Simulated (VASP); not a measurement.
# MnF2 (P4_2/mnm) in VASP: further runs

The runs below take MnF2 through single point, with PBE.

Program: VASP 6.6.1. These are calculated values, not measurements. Logs are shortened: lines on timing, memory, paths and dates and some standing lists are left out, and cuts for length are marked.

## Step 1: The cell of the first run

The structure is tetragonal, space group P4_2/mnm (No. 136). Conventional cell: a = 4.906 Å, b = 4.906 Å, c = 3.333 Å, α = 90.00°, β = 90.00°, γ = 90.00°. Mn (site symmetry mmm) has 6 F at 2.12 to 2.15 Å within 2.8 Å. F (site symmetry m2m) has 3 Mn at 2.12 to 2.15 Å and 1 F at 2.70 Å within 2.8 Å.

## Step 2: Single point, PBE, collinear spin, ferromagnetic start

Input file INCAR:

```
PREC = Accurate
ENCUT = 520
EDIFF = 1E-6
ISMEAR = -1
SIGMA = 0.1
LREAL = False
LASPH = True
NELM = 150
ALGO = Normal
ISIF = 2
LWAVE = False
LCHARG = True
ISPIN = 2
MAGMOM = 4 4 0 0 0 0
LORBIT = 11
LMAXMIX = 4
GGA = PE
LELF = True
LVHAR = True
NBANDS = 40
```

Input file KPOINTS:

```
regular mesh
0
Gamma
  5 5 7
```

Input file POSCAR:

```
MnF2
1.0
    4.9060777619      0.0000000000      0.0000000000
    0.0000000000      4.9060777619      0.0000000000
    0.0000000000      0.0000000000      3.3326258045
Mn F
2 4
Direct
    0.0000000000      0.0000000000      0.0000000000
    0.5000000000      0.5000000000      0.5000000000
    0.3053000000      0.3053000000      0.0000000000
    0.1947000000      0.8053000000      0.5000000000
    0.6947000000      0.6947000000      0.0000000000
    0.8053000000      0.1947000000      0.5000000000
```

Potentials or basis: VASP PAW PBE potentials, release 64 (Mn_pv, F).

On the command line:

```bash
cat potpaw_PBE.64/Mn_pv/POTCAR potpaw_PBE.64/F/POTCAR > POTCAR
mpirun -np 1 vasp_std > vasp.out
```

OUTCAR:

```text
PREC = Accurate
   ENCUT = 520
   EDIFF = 1E-6
   ISMEAR = -1
   LREAL = False
   LASPH = True
   NELM = 150
   ISIF = 2
   ISPIN = 2
   LORBIT = 11
   GGA = PE

 ion  position               nearest neighbor table
   1  0.000  0.000  0.000-   3 2.12   5 2.12   4 2.15   6 2.15   4 2.15   6 2.15
   2  0.500  0.500  0.500-   4 2.12   6 2.12   5 2.15   3 2.15   3 2.15   5 2.15
   3  0.305  0.305  0.000-   1 2.12   2 2.15   2 2.15
   4  0.195  0.805  0.500-   2 2.12   1 2.15   1 2.15
   5  0.695  0.695  0.000-   1 2.12   2 2.15   2 2.15
   6  0.805  0.195  0.500-   2 2.12   1 2.15   1 2.15

  LATTYP: Found a simple tetragonal cell.
 ALAT       =     4.9060777619
 C/A-ratio  =     0.6792851574

  Lattice vectors:

 A1 = (   4.9060777619,   0.0000000000,   0.0000000000)
 A2 = (   0.0000000000,   4.9060777619,   0.0000000000)
 A3 = (   0.0000000000,   0.0000000000,   3.3326258045)

Analysis of symmetry for initial positions (statically):
=====================================================================
 Subroutine PRICEL returns:
 Original cell was already a primitive cell.

 Routine SETGRP: Setting up the symmetry group for a
 simple tetragonal supercell.

 Subroutine GETGRP returns: Found 16 space group operations
 (whereof  8 operations were pure point group operations)
 out of a pool of 16 trial point group operations.

The static configuration has the point symmetry D_2h.
 The point group associated with its full space group is D_4h.

Analysis of symmetry for dynamics (positions and initial velocities):
=====================================================================
 Subroutine PRICEL returns:
 Original cell was already a primitive cell.

 Routine SETGRP: Setting up the symmetry group for a
 simple tetragonal supercell.

 Subroutine GETGRP returns: Found 16 space group operations
 (whereof  8 operations were pure point group operations)
 out of a pool of 16 trial point group operations.

The dynamic configuration has the point symmetry D_2h.
 The point group associated with its full space group is D_4h.

Analysis of structural, dynamic, and magnetic symmetry:
=====================================================================
 Subroutine PRICEL returns:
 Original cell was already a primitive cell.

 Routine SETGRP: Setting up the symmetry group for a
 simple tetragonal supercell.

 Subroutine GETGRP returns: Found 16 space group operations
[... 141 lines left out ...]
   LRPA    =     F    only Hartree local field effects (RPA)
 spin polarized calculation
  energy-cutoff  :      520.00
  volume of cell :       80.21
 maximum number of plane-waves:      2176
   NGX = 19   NGY = 19   NGZ = 13

 number of electron      54.0000024 magnetization      10.0000152

 number of electron      54.0000024 magnetization       9.9999851

 Free energy of the ion-electron system (eV)
  ---------------------------------------------------
  ext. energy  EPLUGINS =         0.00000000
  ---------------------------------------------------
  free energy    TOTEN  =       -39.32934504 eV

  energy without entropy =      -39.32926124  energy(sigma->0) =      -39.32930314

 E-fermi :   3.8030     XC(G=0):  -9.6525

 val. band max:        3.1278028473   @ k =   0.0000   0.0000   0.0000
 cond. band min:       4.2865168883   @ k =   0.0000   0.0000   0.0000
 fundamental gap:      1.1587140409
 Fermi energy:         3.8029787661

 spin component 1

 k-point     1 :       0.0000    0.0000    0.0000
  band No.  band energies     occupation
      1     -47.0052      1.00000
      2     -47.0052      1.00000
      3     -46.9457      1.00000
      4     -46.9457      1.00000
      5     -46.9410      1.00000
      6     -46.9394      1.00000
[... 997 lines left out ...]
     38      12.2876      0.00000
     39      12.4425      0.00000
 Fermi energy:         3.8029787661

 spin component 2

 k-point     1 :       0.0000    0.0000    0.0000
  band No.  band energies     occupation
      1     -42.0404      1.00000
      2     -42.0404      1.00000
      3     -41.9700      1.00000
      4     -41.9700      1.00000
      5     -41.9604      1.00000
      6     -41.9579      1.00000
[... 997 lines left out ...]
     38      12.9523      0.00000
     39      13.3164      0.00000
 [bands above 39 left out]

------------------------ aborting loop because EDIFF is reached ----------------------------------------

  FORCE on cell =-STRESS in cart. coord.  units (eV):
  Direction    XX          YY          ZZ          XY          YZ          ZX
  --------------------------------------------------------------------------------------
  -------------------------------------------------------------------------------------
  Total        0.8530531      0.8530531      0.8527326      0.0000000      0.0000000      0.0000000
  in kB       17.0384948     17.0384948     17.0320942      0.0000000      0.0000000      0.0000000
  external PRESSURE =      17.0363613 kB  Pullay stress =       0.0000000 kB

 VOLUME and BASIS-vectors are now :
 -----------------------------------------------------------------------------
  energy-cutoff  :      520.00
  volume of cell :       80.21
      direct lattice vectors                 reciprocal lattice vectors
     4.906077762  0.000000000  0.000000000     0.203828812  0.000000000  0.000000000
     0.000000000  4.906077762  0.000000000     0.000000000  0.203828812  0.000000000
     0.000000000  0.000000000  3.332625805     0.000000000  0.000000000  0.300063691

 POSITION                                       TOTAL-FORCE (eV/Angst)
 -----------------------------------------------------------------------------------
      0.00000      0.00000      0.00000        -0.000000      0.000000      0.000000
      2.45304      2.45304      1.66631        -0.000000      0.000000      0.000000
      1.49783      1.49783      0.00000        -0.015039     -0.015039      0.000000
      0.95521      3.95086      1.66631         0.015039     -0.015039      0.000000
      3.40825      3.40825      0.00000         0.015039      0.015039      0.000000
      3.95086      0.95521      1.66631        -0.015039      0.015039      0.000000
 -----------------------------------------------------------------------------------
    total drift:                                0.000000      0.000000      0.000000

  FREE ENERGIE OF THE ION-ELECTRON SYSTEM (eV)
  ---------------------------------------------------
  free  energy   TOTEN  =       -39.3293450414 eV

  energy  without entropy=      -39.3292612363  energy(sigma->0) =      -39.32930314

 total charge

# of ion       s       p       d       tot
------------------------------------------
    1        0.161   6.139   4.940  11.240
    2        0.161   6.139   4.940  11.240
    3        1.734   4.363   0.000   6.098
    4        1.734   4.363   0.000   6.098
    5        1.734   4.363   0.000   6.098
    6        1.734   4.363   0.000   6.098
--------------------------------------------------
tot          7.259  29.731   9.881  46.872

 magnetization (x)

# of ion       s       p       d       tot
------------------------------------------
    1        0.024   0.021   4.548   4.593
    2        0.024   0.021   4.548   4.593
    3        0.008   0.079   0.000   0.088
    4        0.008   0.079   0.000   0.088
    5        0.008   0.079   0.000   0.088
    6        0.008   0.079   0.000   0.088
--------------------------------------------------
tot          0.082   0.359   9.096   9.537
```

OSZICAR:

```text
N       E                     dE             d eps       ncg     rms          rms(c)
DAV:   1     0.672631323379E+03    0.67263E+03   -0.29918E+04  3912   0.153E+03
DAV:   2     0.174725093864E+02   -0.65516E+03   -0.61147E+03  3992   0.460E+02
DAV:   3    -0.419120966372E+02   -0.59385E+02   -0.58659E+02  4472   0.150E+02
DAV:   4    -0.428461157821E+02   -0.93402E+00   -0.93322E+00  4072   0.207E+01
DAV:   5    -0.428571817314E+02   -0.11066E-01   -0.11066E-01  4400   0.225E+00    0.214E+01
DAV:   6    -0.392912903292E+02    0.35659E+01   -0.16945E+01  4432   0.318E+01    0.165E+01
DAV:   7    -0.393365553305E+02   -0.45265E-01   -0.13656E+00  3936   0.939E+00    0.110E+01
DAV:   8    -0.393048316246E+02    0.31724E-01   -0.13358E-01  4216   0.293E+00    0.567E+00
DAV:   9    -0.393280722257E+02   -0.23241E-01   -0.34364E-02  4080   0.173E+00    0.824E-01
DAV:  10    -0.393285731838E+02   -0.50096E-03   -0.83413E-03  4232   0.573E-01    0.150E-01
DAV:  11    -0.393290586650E+02   -0.48548E-03   -0.42264E-04  4040   0.130E-01    0.882E-02
DAV:  12    -0.393293033901E+02   -0.24473E-03   -0.10039E-04  3944   0.650E-02    0.307E-02
DAV:  13    -0.393293434762E+02   -0.40086E-04   -0.23119E-05  4128   0.345E-02    0.146E-02
DAV:  14    -0.393293447082E+02   -0.12320E-05   -0.20183E-06  3464   0.861E-03    0.750E-03
DAV:  15    -0.393293450414E+02   -0.33319E-06   -0.10927E-06  2704   0.649E-03
   1 F= -.39329345E+02 E0= -.39329303E+02  d E =-.838051E-04  mag=    10.0000
```

stdout:

```text
POSCAR found type information on POSCAR MnF
 POSCAR found :  2 types and       6 ions
 scaLAPACK will be used
 LDA part: xc-table for (Slater+PW92), standard interpolation
 POSCAR, INCAR and KPOINTS ok, starting setup
 FFT: planning ... GRIDC
 FFT: planning ... GRID_SOFT
 FFT: planning ... GRID
 WAVECAR not read
 entering main loop
```

Run time: 75 s. Hardware: 1 thread of AMD EPYC 9R45 (Zen 5), shared host; peak memory 0.24 GiB.

What came out:

```
Free energy                                           : -39.3293 eV
Pressure                                              : 1.7 GPa
Largest force                                         : 0.021 eV/Å
Band gap on the k mesh                                : 1.16 eV
Net moment                                            : 10.00 μB per cell
Site moments                                          : Mn +4.59; F +0.09 μB
Valence electrons inside the program's atomic spheres : Mn 11.24; F 6.10
```

Forces on the atoms (eV/Å):
```
Mn   0.000  0.000  0.000
Mn   0.000  0.000  0.000
F   -0.015 -0.015  0.000
F    0.015 -0.015  0.000
F    0.015  0.015  0.000
F   -0.015  0.015  0.000
```

Caveat: the run started ferromagnetic, and an antiferromagnetic order may lie lower in energy.

(Continued in part 2 of 2.)
